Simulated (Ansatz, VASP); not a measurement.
# FeNi3 in VASP and in Ansatz

INCAR

```
PREC = Accurate
ENCUT = 520
EDIFF = 1E-6
ISMEAR = 0
SIGMA = 0.05
LREAL = F
LASPH = T
NELM = 80
ALGO = Normal
ISIF = 2
LWAVE = F
LCHARG = F
GGA = PE
NBANDS = 27
```

KPOINTS

```
Automatic mesh
0
Gamma
  12 12 12
```

File POSCAR:

```
FeNi3
1.0
    3.4793483390      0.0000000000      0.0000000000
    0.0000000000      3.4793483390      0.0000000000
    0.0000000000      0.0000000000      3.4793483390
Fe Ni
1 3
Direct
    0.0000000000      0.0000000000      0.0000000000
    0.0000000000      0.5000000000      0.5000000000
    0.5000000000      0.0000000000      0.5000000000
    0.5000000000      0.5000000000      0.0000000000
```

Input for Ansatz:

```yaml
crystal:
  lattice:
    - [3.479348339, 0.0, 0.0]
    - [0.0, 3.479348339, 0.0]
    - [0.0, 0.0, 3.479348339]
  atoms:
    - { symbol: Fe, position: [0.0, 0.0, 0.0] }
    - { symbol: Ni, position: [0.0, 0.5, 0.5] }
    - { symbol: Ni, position: [0.5, 0.0, 0.5] }
    - { symbol: Ni, position: [0.5, 0.5, 0.0] }
basis:
  ecutwfc: 420
  ecutrho_ratio: 4
kpoints:
  mp_grid: { grid: [12, 12, 12] }
hamiltonian:
  xc: pbe
scf:
  occupations: { method: gaussian, width: 0.05 }
output:
  forces: true
  stress: true
  eigenvalues: true
```

Alike in both runs: task single point; functional PBE; k mesh 12 × 12 × 12; occupations gaussian, width 0.05 eV; no spin polarisation.

|  | VASP | Ansatz |
| --- | --- | --- |
| version | VASP 6.6.1 | Ansatz 0.2.0 |
| potentials or method | VASP PAW PBE potentials, release 64 (Fe, Ni), cutoff 520 eV | scalar-relativistic, plane waves, PAW |
| valence electrons in the cell | 38 | 70 |

```csv
,VASP,Ansatz,Ansatz less VASP
gap on the k mesh at the Fermi level (eV),none,none,-
pressure (GPa),3.5,3.6,+0.10
```

A gap of «none» marks a metal or a gap that the smearing closes. The functional is the same, so the differences come from potentials, cutoffs and numerics. VASP's potentials hold 38 valence electrons a cell and Ansatz's 70, so a difference there can come from the potentials and not from the codes.
